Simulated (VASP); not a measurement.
A run of VASP 6.6.1 is set up as follows.

POSCAR

```
Pt
1.0
   -1.5695395044      1.5695395044      1.5695395044
    1.5695395044     -1.5695395044      1.5695395044
    1.5695395044      1.5695395044     -1.5695395044
Pt
1
Direct
    0.0000000000      0.0000000000      0.0000000000
```

File INCAR.step1:

```
ALGO = Normal
EDIFF = 1E-4
ENCUT = 520
GGA = PE
ISMEAR = -1
LASPH = True
LCHARG = False
LREAL = False
LWAVE = True
NBANDS = 11
NELM = 100
PREC = Accurate
SIGMA = 0.05
```

INCAR.step2

```
ALGO = Normal
EDIFF = 1E-7
ENCUT = 520
ISIF = 2
ISMEAR = -1
ISTART = 1
LASPH = True
LCHARG = True
LELF = True
LMIXTAU = True
LREAL = False
LVHAR = True
LWAVE = False
METAGGA = R2SCAN
NBANDS = 11
NELM = 100
PREC = Accurate
SIGMA = 0.05
```

The input KPOINTS:

```
k-points
0
Gamma
  18 18 18
```

Potentials or basis: VASP PAW PBE potentials, release 64 (Pt).

The run is started by

```console
$ cat potpaw_PBE.64/Pt/POTCAR > POTCAR
$ cp INCAR.step1 INCAR
$ mpirun -np 1 vasp_std > vasp.out
$ cp INCAR.step2 INCAR
$ mpirun -np 1 vasp_std > vasp.out
```

(1) Estimate the band gap on the k mesh.

(2) Estimate the pressure.

Results:

(1) zero (band 5 reaches 11.46 eV, above the bottom of band 6 at 9.06 eV).

(2) 0.6 GPa.

Caveat: the PAW data sets were made with another functional, which shifts forces and pressure a little; spin-orbit coupling is left out, which moves the levels of the heavy elements.
